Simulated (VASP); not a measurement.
Set up this calculation in VASP 6.6.1, as the native input.

```
Task                   : single point
Functional             : PBEsol
Potentials or basis    : VASP PAW PBE potentials, release 64 (Si, Ge_d)
Cutoff                 : 520 eV
k mesh                 : 6 × 6 × 6
Occupations            : gaussian, width 0.03 eV
Spin                   : no spin polarisation
Dipole correction      : no
Further INCAR settings : ALGO = Normal; EDIFF = 1e-07; NBANDS = 31
```

The structure of Si7Ge lies in POSCAR:

```
Si7Ge
1.0
    5.3226973898      0.0000000000      0.0000000000
    0.0000000000      5.3226973898      0.0000000000
    0.0000000000      0.0000000000      5.4591768100
Si Ge
7 1
Direct
    0.2525976818      0.2525976818      0.2525976818
    0.0000000000      0.5000000000      0.5000000000
    0.5000000000      0.5000000000      0.0000000000
    0.5000000000      0.0000000000      0.5000000000
    0.7474023182      0.2525976818      0.7474023182
    0.7474023182      0.7474023182      0.2525976818
    0.2525976818      0.7474023182      0.7474023182
    0.0000000000      0.0000000000      0.0000000000
```

This cell differs from its parent crystal: strain -0.025 along x and y, +0.000 along z.

These files were run (other wordings do the same):

INCAR

```
SYSTEM = Si7Ge
PREC = Accurate
ENCUT = 520
EDIFF = 1E-7
ISMEAR = 0
SIGMA = 0.03
LREAL = .FALSE.
LASPH = .TRUE.
NELM = 100
ALGO = Normal
ISIF = 2
LWAVE = .FALSE.
LCHARG = .FALSE.
GGA = PS
NBANDS = 31
```

KPOINTS

```
Automatic mesh
0
G
  6 6 6
  0 0 0
```

Potentials or basis: VASP PAW PBE potentials, release 64 (Si, Ge_d).

Launch:

```bash
$ cat potpaw_PBE.64/Si/POTCAR potpaw_PBE.64/Ge_d/POTCAR > POTCAR
$ mpirun -np 1 vasp_std > vasp.out
```

Results of the run:

The pressure is 5.2 GPa. The largest force is 0.017 eV/Å and the band gap on the k mesh is 0.09 eV, direct.

Caveat: the cell differs from its parent crystal (strain -0.025 along x and y, +0.000 along z); the PAW data sets were made with another functional, which shifts forces and pressure a little.

Wall time 81 s on 1 thread of Intel(R) Xeon(R) 6975P-C (Granite Rapids), on a shared host, peak memory 0.34 GiB.
